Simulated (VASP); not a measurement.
# Ir (Fm-3m) in VASP: settings compared, part 3 of 3

VASP 6.6.1. The steps go on from the part before.

## 5. Single point, LDA

This run uses another cell than the first one, of 13.82 Å³/atom, 1.009 times its volume.

File INCAR:

```
ALGO = Normal ; EDIFF = 1E-6
ENCUT = 520 ; GGA = CA
ISIF = 2 ; ISMEAR = -1
LASPH = T ; LCHARG = F
LREAL = F ; LWAVE = F
NBANDS = 10 ; NELM = 60
PREC = Accurate ; SIGMA = 0.05
```

File KPOINTS:

```
k-points
0
Gamma
  12 12 12
```

File POSCAR:

```
Ir
1.0
    0.0000000000      1.9048090381      1.9048090381
    1.9048090381      0.0000000000      1.9048090381
    1.9048090381      1.9048090381      0.0000000000
Ir
1
Direct
    0.0000000000      0.0000000000      0.0000000000
```

Potentials or basis: VASP PAW LDA potentials, release 64 (Ir).

Run with:

```console
$ cat potpaw_LDA.64/Ir/POTCAR > POTCAR
$ mpirun -np 1 vasp_std > vasp.out
```

OUTCAR:

```text
EDIFF = 1E-6
   ENCUT = 520
   GGA = CA
   ISIF = 2
   ISMEAR = -1
   LASPH = T
   LREAL = F
   NELM = 60
   PREC = Accurate

 ion  position               nearest neighbor table
   1  0.000  0.000  0.000-

  LATTYP: Found a face centered cubic cell.
 ALAT       =     3.8096180762

  Lattice vectors:

 A1 = (   0.0000000000,   1.9048090381,   1.9048090381)
 A2 = (   1.9048090381,   0.0000000000,   1.9048090381)
 A3 = (   1.9048090381,   1.9048090381,   0.0000000000)

Analysis of symmetry for initial positions (statically):
=====================================================================
 Subroutine PRICEL returns:
 Original cell was already a primitive cell.

 Routine SETGRP: Setting up the symmetry group for a
 face centered cubic supercell.

 Subroutine GETGRP returns: Found 48 space group operations
 (whereof 48 operations were pure point group operations)
 out of a pool of 48 trial point group operations.

The static configuration has the point symmetry O_h .

Analysis of symmetry for dynamics (positions and initial velocities):
=====================================================================
 Subroutine PRICEL returns:
 Original cell was already a primitive cell.

 Routine SETGRP: Setting up the symmetry group for a
 face centered cubic supercell.

 Subroutine GETGRP returns: Found 48 space group operations
 (whereof 48 operations were pure point group operations)
 out of a pool of 48 trial point group operations.

The dynamic configuration has the point symmetry O_h .

 Subroutine INISYM returns: Found 48 space group operations
 (whereof 48 operations are pure point group operations),
 and found     1 'primitive' translations

----------------------------------------------------------------------------------------

                                     Primitive cell

  volume of cell :      13.8224

  direct lattice vectors                    reciprocal lattice vectors
     0.000000000  1.904809038  1.904809038    -0.262493505  0.262493505  0.262493505
     1.904809038  0.000000000  1.904809038     0.262493505 -0.262493505  0.262493505
     1.904809038  1.904809038  0.000000000     0.262493505  0.262493505 -0.262493505

  length of vectors
     2.693806775  2.693806775  2.693806775     0.454652087  0.454652087  0.454652087

  position of ions in fractional coordinates (direct lattice)
     0.000000000  0.000000000  0.000000000

  ion indices of the primitive-cell ions
   primitive index   ion index
                 1           1

----------------------------------------------------------------------------------------

 KPOINTS: k-points

Automatic generation of k-mesh.
 Grid dimensions read from file:
 generate k-points for:   12   12   12

 Generating k-lattice:

  Cartesian coordinates                     Fractional coordinates (reciprocal lattice)
    -0.021874459  0.021874459  0.021874459     0.083333333  0.000000000  0.000000000
     0.021874459 -0.021874459  0.021874459     0.000000000  0.083333333  0.000000000
     0.021874459  0.021874459 -0.021874459     0.000000000  0.000000000  0.083333333

  Length of vectors
     0.037887674  0.037887674  0.037887674

  Shift w.r.t. Gamma in fractional coordinates (k-lattice)
     0.000000000  0.000000000  0.000000000

 Subroutine IBZKPT returns following result:
 ===========================================

 Found     72 irreducible k-points:

 Following reciprocal coordinates:
            Coordinates               Weight
  0.000000  0.000000  0.000000      1.000000
  0.083333  0.000000  0.000000      8.000000
  0.166667  0.000000  0.000000      8.000000
  0.250000  0.000000  0.000000      8.000000
  0.333333  0.000000  0.000000      8.000000
  0.416667  0.000000  0.000000      8.000000
[... 16 lines left out ...]
  0.500000  0.166667  0.000000     24.000000
 -0.416667  0.166667  0.000000     24.000000
 [... further k-points ...]
   k-points           NKPTS =     72   k-points in BZ     NKDIM =     72   number of bands    NBANDS=     10
   number of dos      NEDOS =    301   number of ions     NIONS =      1
   total plane-waves  NPLWV =   8000
   dimension x,y,z NGX =    20 NGY =   20 NGZ =   20
   dimension x,y,z NGXF=    40 NGYF=   40 NGZF=   40
   ions per type =               1
   NGX,Y,Z   is equivalent  to a cutoff of  12.34, 12.34, 12.34 a.u.
   NGXF,Y,Z  is equivalent  to a cutoff of  24.69, 24.69, 24.69 a.u.
 SYSTEM =  unknown system
   PREC   = accura    normal or accurate (medium, high low for compatibility)
   ISTART =      0    job   : 0-new  1-cont  2-samecut
   ICHARG =      2    charge: 1-file 2-atom 10-const
   ISPIN  =      1    spin polarized calculation?
   LNONCOLLINEAR =      F non collinear calculations
   LSORBIT =      F    spin-orbit coupling
   LASPH  =      T    aspherical Exc in radial PAW
   ENCUT  =  520.0 eV  38.22 Ry    6.18 a.u.   5.01  5.01  5.01*2*pi/ulx,y,z
   NELM   =     60;   NELMIN=  2; NELMDL= -5     # of ELM steps
   EDIFF  = 0.1E-05   stopping-criterion for ELM
   LREAL  =      F    real-space projection
   EDIFFG = 0.1E-04   stopping-criterion for IOM
   NSW    =      0    number of steps for IOM
   IBRION =     -1    ionic relax: 0-MD 1-quasi-New 2-CG
   NFREE  =      0    steps in history (QN), initial steepest desc. (CG)
   ISIF   =      2    stress and relaxation
   ISYM   =      2    0-nonsym 1-usesym 2-fastsym
   POTIM  = 0.5000    time-step for ionic-motion
   TEBEG  =    0.0;   TEEND  =   0.0 temperature during run
   PSTRESS=    0.0 pullay stress
   NELECT =       9.0000    total number of electrons
   NUPDOWN=      -1.0000    fix difference up-down
   EMIN   =  10.00;   EMAX   =-10.00  energy-range for DOS
   EFERMI =   0.00;   METHOD = LEGACY
   ISMEAR =    -1;   SIGMA  =   0.05  broadening in eV -4-tet -1-fermi 0-gaus
   EFERMI_NEDOS =   21; number of points for ismear=-14 and -15
   IALGO  =     38    algorithm
   IMIX   =      4    mixing-type and parameters
     AMIX     =   0.40;   BMIX     =  1.00
     AMIX_MAG =   1.60;   BMIX_MAG =  1.00
  volume/ion in A,a.u.               =      13.82        93.28
  Fermi-wavevector in a.u.,A,eV,Ry     =   1.418930  2.681388 27.393448  2.013362
  Thomas-Fermi vector in A             =   2.540004
   LORBIT       =      0    0 simple, 1 ext, 2 COOP (PROOUT), +10 PAW based schemes
   GGA     = CA    functional components
   LHFCALC =     F    Hartree Fock is set to
   AEXX    =    0.0000 exact exchange contribution
   IVDW    =     0    specifies the selected vdW correction
   LEPSILON=     F    determine dielectric tensor
   LRPA    =     F    only Hartree local field effects (RPA)
 non-spin polarized calculation
  energy-cutoff  :      520.00
  volume of cell :       13.82
 maximum number of plane-waves:       388
   NGX =  9   NGY =  9   NGZ =  9

 number of electron       9.0000001 magnetization

 Free energy of the ion-electron system (eV)
  ---------------------------------------------------
  ext. energy  EPLUGINS =         0.00000000
  ---------------------------------------------------
  free energy    TOTEN  =       -10.34623547 eV

  energy without entropy =      -10.34172229  energy(sigma->0) =      -10.34397888

 E-fermi :  10.7595     XC(G=0): -14.2745

 val. band max:       10.7315124813   @ k =   0.3333   0.0833   0.0000
 cond. band min:      10.7605436187   @ k =  -0.2500   0.0833   0.0000
 fundamental gap:      0.0290311373
 Fermi energy:        10.7595184300

 k-point     1 :       0.0000    0.0000    0.0000
  band No.  band energies     occupation
      1      -0.6325      2.00000
      2       6.6646      2.00000
      3       6.6646      2.00000
      4       6.6646      2.00000
      5       9.4890      2.00000
      6       9.4890      2.00000
      7      25.0221      0.00000
      8      30.6963      0.00000
      9      30.6963      0.00000
     10      30.6963      0.00000

 k-point     2 :       0.0833    0.0000    0.0000
  band No.  band energies     occupation
      1      -0.3180      2.00000
      2       6.5005      2.00000
      3       6.7994      2.00000
      4       6.7994      2.00000
      5       9.4036      2.00000
      6       9.4036      2.00000
      7      25.5663      0.00000
      8      29.2608      0.00000
      9      31.2218      0.00000
     10      31.2218      0.00000
[... 274 lines left out ...]
 k-point    24 :      -0.4167    0.1667    0.0000
  band No.  band energies     occupation
      1       3.3290      2.00000
      2       5.7853      2.00000
      3       7.4254      2.00000
      4       7.6452      2.00000
      5      11.1894      0.00037
      6      14.6188      0.00000
      7      18.1833      0.00000
      8      26.1667      0.00000
      9      28.4874      0.00000
     10      30.5371      0.00000

 [... further k-points ...]

------------------------ aborting loop because EDIFF is reached ----------------------------------------

  FORCE on cell =-STRESS in cart. coord.  units (eV):
  Direction    XX          YY          ZZ          XY          YZ          ZX
  --------------------------------------------------------------------------------------
  -------------------------------------------------------------------------------------
  Total        0.2288429      0.2288429      0.2288429      0.0000000     -0.0000000      0.0000000
  in kB       26.5255050     26.5255050     26.5255050      0.0000000     -0.0000000      0.0000000
  external PRESSURE =      26.5255050 kB  Pullay stress =       0.0000000 kB

 VOLUME and BASIS-vectors are now :
 -----------------------------------------------------------------------------
  energy-cutoff  :      520.00
  volume of cell :       13.82
      direct lattice vectors                 reciprocal lattice vectors
     0.000000000  1.904809038  1.904809038    -0.262493505  0.262493505  0.262493505
     1.904809038  0.000000000  1.904809038     0.262493505 -0.262493505  0.262493505
     1.904809038  1.904809038  0.000000000     0.262493505  0.262493505 -0.262493505

 POSITION                                       TOTAL-FORCE (eV/Angst)
 -----------------------------------------------------------------------------------
      0.00000      0.00000      0.00000         0.000000      0.000000      0.000000
 -----------------------------------------------------------------------------------
    total drift:                                0.000000     -0.000000     -0.000000

  FREE ENERGIE OF THE ION-ELECTRON SYSTEM (eV)
  ---------------------------------------------------
  free  energy   TOTEN  =       -10.3462354727 eV

  energy  without entropy=      -10.3417222923  energy(sigma->0) =      -10.34397888
```

stdout:

```text
POSCAR found type information on POSCAR Ir
 POSCAR found :  1 types and       1 ions
 scaLAPACK will be used
 LDA part: xc-table for (Slater(with rela. corr.)+CA(PZ))
 , standard interpolation
 POSCAR, INCAR and KPOINTS ok, starting setup
 FFT: planning ... GRIDC
 FFT: planning ... GRID_SOFT
 FFT: planning ... GRID
 WAVECAR not read
 entering main loop
```

It took 3.8 s on 1 thread of Intel Xeon 6975P-C (Granite Rapids), shared host; peak memory 0.13 GiB.

Results:

```
Free energy : -10.3462 eV
Pressure    : 2.7 GPa
```

Caveat: spin-orbit coupling is left out, which moves the levels of the heavy elements.

## 6. Single point, PBEsol

This run uses another cell than the first one, of 14.03 Å³/atom, 1.025 times its volume.

File INCAR:

```
SYSTEM = Ir
ALGO = Normal
EDIFF = 1E-7
ENCUT = 520
GGA = PS
ISIF = 2
ISMEAR = -1
LASPH = .True.
LCHARG = .False.
LREAL = .False.
LWAVE = .False.
NBANDS = 10
NELM = 100
PREC = Accurate
SIGMA = 0.05
```

File KPOINTS:

```
k-points
0
Gamma
  12 12 12
  0 0 0
```

File POSCAR:

```
Ir
1.0
    0.0000000000      1.9144763341      1.9144763341
    1.9144763341      0.0000000000      1.9144763341
    1.9144763341      1.9144763341      0.0000000000
Ir
1
Direct
    0.0000000000      0.0000000000      0.0000000000
```

Potentials or basis: VASP PAW PBE potentials, release 64 (Ir).

Run with:

```console
$ cat potpaw_PBE.64/Ir/POTCAR > POTCAR
$ mpirun -np 1 vasp_std > vasp.out
```

Run time: 4.2 s. Hardware: 1 thread of Intel Xeon 6975P-C (Granite Rapids), shared host; peak memory 0.13 GiB.

Results (log left out):

| Item | Value |
| --- | --- |
| Free energy | -9.8407 eV |
| Pressure | 1.0 GPa |

Levels at points of the mesh, in eV from the Fermi level:
```csv
k point,band 2,band 3,band 4,band 5,band 6,band 7
"(0.00, 0.00, 0.00)",-3.99,-3.99,-3.99,-1.24,-1.24,14.27
"(0.50, 0.00, 0.00)",-4.09,-4.09,-0.88,0.88,0.88,7.27
"(0.50, 0.50, 0.00)",-7.49,0.86,1.46,1.46,1.61,10.54
```

Caveat: the PAW data sets were made with another functional, which shifts forces and pressure a little; spin-orbit coupling is left out, which moves the levels of the heavy elements.

## 7. The runs side by side

```csv
level,potentials or basis,cell,gap on the mesh (eV),pressure (GPa)
PBEsol,"VASP PAW PBE potentials, release 64 (Ir)","a = 2.686 Å, angles 60.0°, 1 atom",none,11.2
PBEsol,"VASP PAW PBE potentials, release 64 (Ir)","a = 2.666 Å, angles 60.0°, 1 atom",none,21.4
PBEsol,"VASP PAW PBE potentials, release 64 (Ir)","a = 2.649 Å, angles 60.0°, 1 atom",none,31.6
LDA,"VASP PAW LDA potentials, release 64 (Ir)","a = 2.694 Å, angles 60.0°, 1 atom",none,2.7
PBEsol,"VASP PAW PBE potentials, release 64 (Ir)","a = 2.707 Å, angles 60.0°, 1 atom",none,1.0
```

Alike in all rows: task single point; no spin polarisation; k mesh 12 × 12 × 12; cutoff (eV) 520; smearing fermi-dirac 0.05 eV.

Caveats: spin-orbit coupling is left out, which moves the levels of the heavy elements; the PAW data sets were made with another functional, which shifts forces and pressure a little (some runs).

Total energies depend on the potentials used, so only differences within one code and one set of settings carry meaning.
